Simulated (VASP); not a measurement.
# CoW3: single point with PBEsol

The system is CoW3.

```xyz
4
Lattice="3.8582 0.0000 0.0000 0.0000 3.8582 0.0000 0.0000 0.0000 3.8582" Properties=species:S:1:pos:R:3 pbc="T T T"
Co   -0.0625    0.0000    0.0000
W     0.0000    1.9291    1.9291
W     1.9291    0.0000    1.9291
W     1.9291    1.9291    0.0000
```

This cell differs from its parent crystal: atom 1 (Co) moved +0.062 Å towards its neighbour atom 1 (Co) at 3.858 Å.

```yaml
Program: VASP 6.6.1
Task: single point
Functional: PBEsol
Potentials_or_basis: VASP PAW PBE potentials, release 64 (Co, W_sv)
Cutoff: 520 eV
k_mesh: 12 × 12 × 12
Occupations: gaussian, width 0.15 eV
Spin: no spin polarisation
```

```json
{"Pressure": "0.8 GPa", "Largest force": "0.479 eV/Å"}
```

Forces on the atoms (eV/Å):
```
Co   0.479  0.000  0.000
W    0.100  0.000  0.000
W   -0.290  0.000  0.000
W   -0.290  0.000  0.000
```

Stress tensor (GPa, compression positive):
```
0.73 0.00 0.00
0.00 0.88 0.00
0.00 0.00 0.88
```

Levels at points of the mesh, in eV from the Fermi level:
| k point | band 22 | band 23 | band 24 | band 25 | band 26 | band 27 | band 28 | band 29 |
| --- | --- | --- | --- | --- | --- | --- | --- | --- |
| (0.00, 0.00, 0.00) | -1.10 | 0.40 | 0.41 | 2.99 | 2.99 | 3.00 | 3.19 | 3.19 |
| (0.50, 0.00, 0.00) | -1.96 | -1.09 | 0.09 | 0.25 | 0.25 | 0.67 | 0.99 | 1.90 |
| (0.00, 0.50, 0.00) | -1.97 | -1.06 | 0.05 | 0.26 | 0.27 | 0.67 | 1.01 | 1.88 |
| (0.50, 0.50, 0.00) | -2.04 | -1.98 | -1.84 | -0.97 | 0.59 | 0.60 | 1.02 | 1.02 |
| (0.00, 0.50, 0.50) | -1.99 | -1.99 | -1.84 | -0.99 | 0.57 | 0.57 | 1.04 | 1.04 |
| (0.50, 0.50, 0.50) | -0.86 | -0.86 | -0.86 | 0.54 | 0.54 | 0.54 | 1.28 | 2.56 |

It took 3.8 min on 1 thread of Intel(R) Xeon(R) 6975P-C (Granite Rapids), with other jobs on the host, peak memory 0.41 GiB.

Caveat: the cell differs from its parent crystal (atom 1 (Co) moved +0.062 Å towards its neighbour atom 1 (Co) at 3.858 Å); the PAW data sets were made with another functional, which shifts forces and pressure a little; spin-orbit coupling is left out, which moves the levels of the heavy elements. Spin polarisation is off, so any magnetic state and its effect on volume and gap are missing.
